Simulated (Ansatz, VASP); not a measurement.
This is a calculation of CdSe for VASP 6.6.1.

The input INCAR:

```
SYSTEM = CdSe
PREC = Accurate ; ENCUT = 520
EDIFF = 1E-7 ; ISMEAR = -1
SIGMA = 0.05 ; LREAL = .False.
LASPH = .True. ; NELM = 100
ALGO = Normal ; ISIF = 2
LWAVE = .False. ; LCHARG = .True.
GGA = PS ; LELF = .True.
LVHAR = .True. ; NBANDS = 26
```

The input KPOINTS:

```
Automatic mesh
0
Gamma
  7 7 4
  0 0 0
```

Contents of POSCAR:

```
CdSe
1.0
    4.2122202675      0.0000000000      0.0000000000
   -2.1061101337      3.6478897580      0.0000000000
    0.0000000000      0.0000000000      6.8766944832
Cd Se
2 2
Direct
    0.6666666667      0.3333333333      0.5000000000
    0.3333333333      0.6666666667      0.0000000000
    0.6666666667      0.3333333333      0.8850000000
    0.3333333333      0.6666666667      0.3850000000
```

Potentials or basis: VASP PAW PBE potentials, release 64 (Cd, Se).

Launch:

```bash
$ cat potpaw_PBE.64/Cd/POTCAR potpaw_PBE.64/Se/POTCAR > POTCAR
$ mpirun -np 1 vasp_std > vasp.out
```

**Question.** Set up the same calculation for Ansatz 0.2.0. Potentials there: all-electron LAPW, scalar-relativistic.

**Answer.** As run (the cutoff follows the program's own potentials):

input.yaml

```yaml
crystal:
  lattice:
    - [4.2122202675, 0.0, 0.0]
    - [-2.1061101337, 3.647889758, 0.0]
    - [0.0, 0.0, 6.8766944832]
  atoms:
    - { symbol: Cd, position: [0.6666666667, 0.3333333333, 0.5] }
    - { symbol: Cd, position: [0.3333333333, 0.6666666667, 0.0] }
    - { symbol: Se, position: [0.6666666667, 0.3333333333, 0.885] }
    - { symbol: Se, position: [0.3333333333, 0.6666666667, 0.385] }
kpoints:
  mp_grid: { grid: [7, 7, 4] }
scf:
  occupations: { method: fermi_dirac, width: 0.05 }
hamiltonian:
  xc: pbesol
  pseudopotentials: { kind: all_electron, lapw: { basis_error: 0.001 } }
output:
  forces: true
  stress: true
  eigenvalues: true
```

Potentials or basis: all-electron LAPW, scalar-relativistic.

The run is started by

```console
$ ansatz run input.yaml --threads 2 --pin off --max-ram 8192MiB --backend cpu --events-out ev --progress --plain --runs-dir out
```

Both were run:

|  | VASP | Ansatz | Ansatz less VASP |
| --- | --- | --- | --- |
| gap on the k mesh at the Fermi level (eV) | 0.71 | 0.70 | -0.004 |
| least direct gap on the mesh (eV) | 0.71 | 0.70 | -0.004 |
| pressure (GPa) | 4.4 | 3.9 | -0.42 |
| traceless stress, the component that is largest in VASP (GPa) | -1.85 | -1.78 | +0.066 |
| rms of the force components (eV/Å) | 0.199 | 0.192 | -0.0069 |

VASP's potentials were made for PBE, not for PBEsol. Atom by atom the forces differ by 0.007 eV/Å (rms over components). Ansatz ran all-electron here, and VASP with PAW potentials.
